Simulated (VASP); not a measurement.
Sn3PbO4:

```
CELL_PARAMETERS angstrom
3.90232 0.00000 0.00000
0.00000 3.90232 0.00000
0.00000 0.00000 9.94595
ATOMIC_POSITIONS crystal
Sn 0.50000 0.50000 0.11845
Sn 0.50000 0.50000 0.61845
Sn 0.00000 0.00000 0.88155
Pb 0.00000 0.00000 0.38155
O 0.00000 0.50000 0.00000
O 0.00000 0.50000 0.50000
O 0.50000 0.00000 0.00000
O 0.50000 0.00000 0.50000
```

- Program: VASP 6.6.1
- Task: relaxation of cell and atoms
- Functional: PBE
- Potentials or basis: VASP PAW PBE potentials, release 64 (Sn_d, Pb_d, O)
- Cutoff: 600 eV
- k mesh: 4 × 4 × 2
- Occupations: gaussian, width 0.1 eV
- Spin: no spin polarisation

At the start: pressure 0.7 GPa; volume 18.93 Å³/atom.

Question: Where does the relaxation end?

Answer: Over 12 steps the energy falls by 16.4 meV/atom and the volume is 19.85 Å³/atom (+4.9 %); space group P4mm (No. 99, to 0.1 Å) before and after.

The path:
```
step  energy change (eV)  largest force (eV/Å)  pressure (GPa)  volume (Å³)
   1              0.0000                1.0955            0.67       151.46
   2             -0.1027                0.4965           -0.26       153.20
   3             -0.1040                0.4643           -0.36       153.42
   4             -0.1131                0.1060            0.57       152.62
   5             -0.1133                0.0990            0.45       152.73
   6             -0.1167                0.1014            0.07       153.73
   7             -0.1169                0.1253           -0.05       154.05
   8             -0.1204                0.1123           -0.06       154.61
   9             -0.1272                0.1014           -0.01       156.28
  10             -0.1254                0.3231            0.16       159.57
  11             -0.1288                0.1814            0.06       157.67
  12             -0.1314                0.0346           -0.03       158.82
```

Final structure:
```cif
data_structure
_symmetry_space_group_name_H-M 'P 1'
_symmetry_Int_Tables_number 1
_cell_length_a 3.9060
_cell_length_b 3.9060
_cell_length_c 10.4097
_cell_angle_alpha 90.000
_cell_angle_beta 90.000
_cell_angle_gamma 90.000
_cell_volume 158.82
loop_
_atom_site_label
_atom_site_type_symbol
_atom_site_fract_x
_atom_site_fract_y
_atom_site_fract_z
_atom_site_occupancy
Sn1 Sn 0.50000 0.50000 0.10601 1
Sn2 Sn 0.50000 0.50000 0.61377 1
Sn3 Sn 0.00000 0.00000 0.88429 1
Pb1 Pb 0.00000 0.00000 0.38368 1
O1 O 0.00000 0.50000 0.99895 1
O2 O 0.00000 0.50000 0.50718 1
O3 O 0.50000 0.00000 0.99895 1
O4 O 0.50000 0.00000 0.50718 1
```
